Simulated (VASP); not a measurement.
# ZnS (F-43m) in VASP: notebook

ZnS is run at these levels: PBEsol; tasks: single point, relaxation of cell and atoms.

All numbers are computed with VASP 6.6.1; they aren't measurements. Logs are shortened: lines on timing, memory, paths and dates and some standing lists are left out, and cuts for length are marked.

## (1) The cell of the first run

The structure is cubic, space group F-43m (No. 216). Conventional cell: a = 4.823 Å, b = 4.823 Å, c = 4.823 Å, α = 90.00°, β = 90.00°, γ = 90.00°. Zn (site symmetry -43m) has 4 S at 2.09 Å within 2.8 Å. Within 2.8 Å of S (site symmetry -43m) lie 4 Zn at 2.09 Å.

## (2) Single point, PBEsol

INCAR reads:

```
PREC = Accurate
ENCUT = 520
EDIFF = 1E-6
ISMEAR = 0
SIGMA = 0.01
LREAL = F
LASPH = T
NELM = 60
ALGO = Normal
ISIF = 2
LWAVE = F
LCHARG = F
GGA = PS
NBANDS = 16
```

KPOINTS reads:

```
regular mesh
0
Gamma
  10 10 10
```

POSCAR reads:

```
ZnS
1.0
    0.0000000000      2.4113461867      2.4113461867
    2.4113461867      0.0000000000      2.4113461867
    2.4113461867      2.4113461867      0.0000000000
Zn S
1 1
Direct
    0.0000000000      0.0000000000      0.0000000000
    0.7500000000      0.7500000000      0.7500000000
```

Potentials or basis: VASP PAW PBE potentials, release 64 (Zn, S).

On the command line:

```sh
cat potpaw_PBE.64/Zn/POTCAR potpaw_PBE.64/S/POTCAR > POTCAR
mpirun -np 1 vasp_std > vasp.out
```

OUTCAR:

```text
PREC = Accurate
   ENCUT = 520
   EDIFF = 1E-6
   ISMEAR = 0
   LREAL = F
   LASPH = T
   NELM = 60
   ISIF = 2
   GGA = PS

 ion  position               nearest neighbor table
   1  0.000  0.000  0.000-   2 2.09   2 2.09   2 2.09   2 2.09
   2  0.750  0.750  0.750-   1 2.09   1 2.09   1 2.09   1 2.09

  LATTYP: Found a face centered cubic cell.
 ALAT       =     4.8226923734

  Lattice vectors:

 A1 = (   0.0000000000,   2.4113461867,   2.4113461867)
 A2 = (   2.4113461867,   0.0000000000,   2.4113461867)
 A3 = (   2.4113461867,   2.4113461867,   0.0000000000)

Analysis of symmetry for initial positions (statically):
=====================================================================
 Subroutine PRICEL returns:
 Original cell was already a primitive cell.

 Routine SETGRP: Setting up the symmetry group for a
 face centered cubic supercell.

 Subroutine GETGRP returns: Found 24 space group operations
 (whereof 24 operations were pure point group operations)
 out of a pool of 48 trial point group operations.

The static configuration has the point symmetry T_d .

Analysis of symmetry for dynamics (positions and initial velocities):
=====================================================================
 Subroutine PRICEL returns:
 Original cell was already a primitive cell.

 Routine SETGRP: Setting up the symmetry group for a
 face centered cubic supercell.

 Subroutine GETGRP returns: Found 24 space group operations
 (whereof 24 operations were pure point group operations)
 out of a pool of 48 trial point group operations.

The dynamic configuration has the point symmetry T_d .

 Subroutine INISYM returns: Found 24 space group operations
 (whereof 24 operations are pure point group operations),
 and found     1 'primitive' translations

----------------------------------------------------------------------------------------

                                     Primitive cell

  volume of cell :      28.0420

  direct lattice vectors                    reciprocal lattice vectors
     0.000000000  2.411346187  2.411346187    -0.207353056  0.207353056  0.207353056
     2.411346187  0.000000000  2.411346187     0.207353056 -0.207353056  0.207353056
     2.411346187  2.411346187  0.000000000     0.207353056  0.207353056 -0.207353056

  length of vectors
     3.410158481  3.410158481  3.410158481     0.359146027  0.359146027  0.359146027

  position of ions in fractional coordinates (direct lattice)
     0.000000000  0.000000000  0.000000000
     0.750000000  0.750000000  0.750000000

  ion indices of the primitive-cell ions
   primitive index   ion index
                 1           1
                 2           2

----------------------------------------------------------------------------------------

 KPOINTS: regular mesh

Automatic generation of k-mesh.
 Grid dimensions read from file:
 generate k-points for:   10   10   10

 Generating k-lattice:

  Cartesian coordinates                     Fractional coordinates (reciprocal lattice)
    -0.020735306  0.020735306  0.020735306     0.100000000  0.000000000  0.000000000
     0.020735306 -0.020735306  0.020735306     0.000000000  0.100000000  0.000000000
     0.020735306  0.020735306 -0.020735306     0.000000000  0.000000000  0.100000000

  Length of vectors
     0.035914603  0.035914603  0.035914603

  Shift w.r.t. Gamma in fractional coordinates (k-lattice)
     0.000000000  0.000000000  0.000000000

 Subroutine IBZKPT returns following result:
 ===========================================

 Found     47 irreducible k-points:

 Following reciprocal coordinates:
            Coordinates               Weight
  0.000000  0.000000  0.000000      1.000000
  0.100000  0.000000  0.000000      8.000000
  0.200000  0.000000  0.000000      8.000000
  0.300000  0.000000  0.000000      8.000000
  0.400000  0.000000  0.000000      8.000000
  0.500000  0.000000  0.000000      4.000000
[... 16 lines left out ...]
  0.300000  0.300000  0.000000      6.000000
  0.400000  0.300000  0.000000     24.000000
 [... further k-points ...]
   k-points           NKPTS =     47   k-points in BZ     NKDIM =     47   number of bands    NBANDS=     16
   number of dos      NEDOS =    301   number of ions     NIONS =      2
   total plane-waves  NPLWV =  21952
   dimension x,y,z NGX =    28 NGY =   28 NGZ =   28
   dimension x,y,z NGXF=    56 NGYF=   56 NGZF=   56
   ions per type =               1   1
   NGX,Y,Z   is equivalent  to a cutoff of  13.65, 13.65, 13.65 a.u.
   NGXF,Y,Z  is equivalent  to a cutoff of  27.30, 27.30, 27.30 a.u.
 SYSTEM =  unknown system
   PREC   = accura    normal or accurate (medium, high low for compatibility)
   ISTART =      0    job   : 0-new  1-cont  2-samecut
   ICHARG =      2    charge: 1-file 2-atom 10-const
   ISPIN  =      1    spin polarized calculation?
   LNONCOLLINEAR =      F non collinear calculations
   LSORBIT =      F    spin-orbit coupling
   LASPH  =      T    aspherical Exc in radial PAW
   ENCUT  =  520.0 eV  38.22 Ry    6.18 a.u.   6.34  6.34  6.34*2*pi/ulx,y,z
   NELM   =     60;   NELMIN=  2; NELMDL= -5     # of ELM steps
   EDIFF  = 0.1E-05   stopping-criterion for ELM
   LREAL  =      F    real-space projection
   EDIFFG = 0.1E-04   stopping-criterion for IOM
   NSW    =      0    number of steps for IOM
   IBRION =     -1    ionic relax: 0-MD 1-quasi-New 2-CG
   NFREE  =      0    steps in history (QN), initial steepest desc. (CG)
   ISIF   =      2    stress and relaxation
   ISYM   =      2    0-nonsym 1-usesym 2-fastsym
   POTIM  = 0.5000    time-step for ionic-motion
   TEBEG  =    0.0;   TEEND  =   0.0 temperature during run
   PSTRESS=    0.0 pullay stress
   NELECT =      18.0000    total number of electrons
   NUPDOWN=      -1.0000    fix difference up-down
   EMIN   =  10.00;   EMAX   =-10.00  energy-range for DOS
   EFERMI =   0.00;   METHOD = LEGACY
   ISMEAR =     0;   SIGMA  =   0.01  broadening in eV -4-tet -1-fermi 0-gaus
   EFERMI_NEDOS =   21; number of points for ismear=-14 and -15
   IALGO  =     38    algorithm
   IMIX   =      4    mixing-type and parameters
     AMIX     =   0.40;   BMIX     =  1.00
     AMIX_MAG =   1.60;   BMIX_MAG =  1.00
  volume/ion in A,a.u.               =      14.02        94.62
  Fermi-wavevector in a.u.,A,eV,Ry     =   1.412200  2.668670 27.134206  1.994308
  Thomas-Fermi vector in A             =   2.533973
   LORBIT       =      0    0 simple, 1 ext, 2 COOP (PROOUT), +10 PAW based schemes
   GGA     = PS    functional components
   LHFCALC =     F    Hartree Fock is set to
   AEXX    =    0.0000 exact exchange contribution
   IVDW    =     0    specifies the selected vdW correction
   LEPSILON=     F    determine dielectric tensor
   LRPA    =     F    only Hartree local field effects (RPA)
 non-spin polarized calculation
 Gauss-broadening in eV      SIGMA  =   0.01
  energy-cutoff  :      520.00
  volume of cell :       28.04
 maximum number of plane-waves:       769
 NGX is ok and might be reduce to    28
   NGX = 13   NGY = 13   NGZ = 13

 number of electron      18.0000012 magnetization

 Free energy of the ion-electron system (eV)
  ---------------------------------------------------
  ext. energy  EPLUGINS =         0.00000000
  ---------------------------------------------------
  free energy    TOTEN  =        -6.34723388 eV

  energy without entropy =       -6.34723388  energy(sigma->0) =       -6.34723388

 E-fermi :   6.0307     XC(G=0): -11.5429

 val. band max:        5.9339304337   @ k =   0.0000   0.0000   0.0000
 cond. band min:       8.2079405152   @ k =   0.5000   0.5000   0.0000
 fundamental gap:      2.2740100815
 Fermi energy:         6.0307010456

 k-point     1 :       0.0000    0.0000    0.0000
  band No.  band energies     occupation
      1     -10.2764      2.00000
      2      -2.5403      2.00000
      3      -2.5403      2.00000
      4      -2.5403      2.00000
      5      -1.5670      2.00000
      6      -1.5670      2.00000
[... 8 lines left out ...]
     15      17.9511      0.00000
     16      19.4553      0.00000

 k-point     2 :       0.1000    0.0000    0.0000
  band No.  band energies     occupation
      1     -10.1476      2.00000
      2      -2.5652      2.00000
      3      -2.5143      2.00000
      4      -2.5143      2.00000
      5      -1.5710      2.00000
      6      -1.5710      2.00000
[... 8 lines left out ...]
     15      17.3442      0.00000
     16      19.8091      0.00000

 k-point     3 :       0.2000    0.0000    0.0000
  band No.  band energies     occupation
      1      -9.7842      2.00000
      2      -2.6154      2.00000
      3      -2.4509      2.00000
      4      -2.4509      2.00000
      5      -1.5732      2.00000
      6      -1.5732      2.00000
[... 8 lines left out ...]
     15      16.8087      0.00000
     16      19.1885      0.00000

 k-point     4 :       0.3000    0.0000    0.0000
  band No.  band energies     occupation
      1      -9.2671      2.00000
      2      -2.6224      2.00000
      3      -2.3856      2.00000
      4      -2.3856      2.00000
      5      -1.5543      2.00000
      6      -1.5543      2.00000
[... 8 lines left out ...]
     15      17.3978      0.00000
     16      18.7307      0.00000
[... 324 lines left out ...]
 k-point    22 :      -0.2000    0.2000    0.0000
  band No.  band energies     occupation
      1      -9.0929      2.00000
      2      -2.5986      2.00000
      3      -2.3736      2.00000
      4      -2.3287      2.00000
      5      -1.6275      2.00000
      6      -1.4850      2.00000
[... 8 lines left out ...]
     15      20.1233      0.00000
     16      21.7330      0.00000

 k-point    23 :       0.3000    0.3000    0.0000
  band No.  band energies     occupation
      1      -8.9242      2.00000
      2      -2.8719      2.00000
      3      -2.1693      2.00000
      4      -2.1693      2.00000
      5      -1.6881      2.00000
      6      -1.4502      2.00000
[... 8 lines left out ...]
     15      19.0844      0.00000
     16      24.6253      0.00000

 k-point    24 :       0.4000    0.3000    0.0000
  band No.  band energies     occupation
      1      -8.5312      2.00000
      2      -2.8861      2.00000
      3      -2.0830      2.00000
      4      -2.0792      2.00000
      5      -1.5996      2.00000
      6      -1.4323      2.00000
[... 8 lines left out ...]
     15      19.8658      0.00000
     16      24.0181      0.00000

 [... further k-points ...]

------------------------ aborting loop because EDIFF is reached ----------------------------------------

  FORCE on cell =-STRESS in cart. coord.  units (eV):
  Direction    XX          YY          ZZ          XY          YZ          ZX
  --------------------------------------------------------------------------------------
  -------------------------------------------------------------------------------------
  Total        8.8489361      8.8489361      8.8489361     -0.0000000      0.0000000      0.0000000
  in kB      505.5835684    505.5835684    505.5835684     -0.0000000      0.0000000      0.0000000
  external PRESSURE =     505.5835684 kB  Pullay stress =       0.0000000 kB

 VOLUME and BASIS-vectors are now :
 -----------------------------------------------------------------------------
  energy-cutoff  :      520.00
  volume of cell :       28.04
      direct lattice vectors                 reciprocal lattice vectors
     0.000000000  2.411346187  2.411346187    -0.207353056  0.207353056  0.207353056
     2.411346187  0.000000000  2.411346187     0.207353056 -0.207353056  0.207353056
     2.411346187  2.411346187  0.000000000     0.207353056  0.207353056 -0.207353056

 POSITION                                       TOTAL-FORCE (eV/Angst)
 -----------------------------------------------------------------------------------
      0.00000      0.00000      0.00000         0.000000      0.000000      0.000000
      3.61702      3.61702      3.61702        -0.000000     -0.000000     -0.000000
 -----------------------------------------------------------------------------------
    total drift:                               -0.000002     -0.000002     -0.000002

  FREE ENERGIE OF THE ION-ELECTRON SYSTEM (eV)
  ---------------------------------------------------
  free  energy   TOTEN  =        -6.3472338844 eV

  energy  without entropy=       -6.3472338844  energy(sigma->0) =       -6.34723388
```

Wall time 38 s (1 thread of Intel Xeon 8259CL, shared host); peak memory 0.17 GiB.

Results:

| Item | Value |
| --- | --- |
| Free energy | -6.3472 eV |
| Pressure | 50.6 GPa |
| Band gap on the k mesh | 2.27 eV (least direct gap 3.57 eV) |

Caveat: the cell stands under pressure; the PAW data sets were made with another functional, which shifts forces and pressure a little. A k mesh can miss the band edges.

(Part 1 of 3 ends here.)
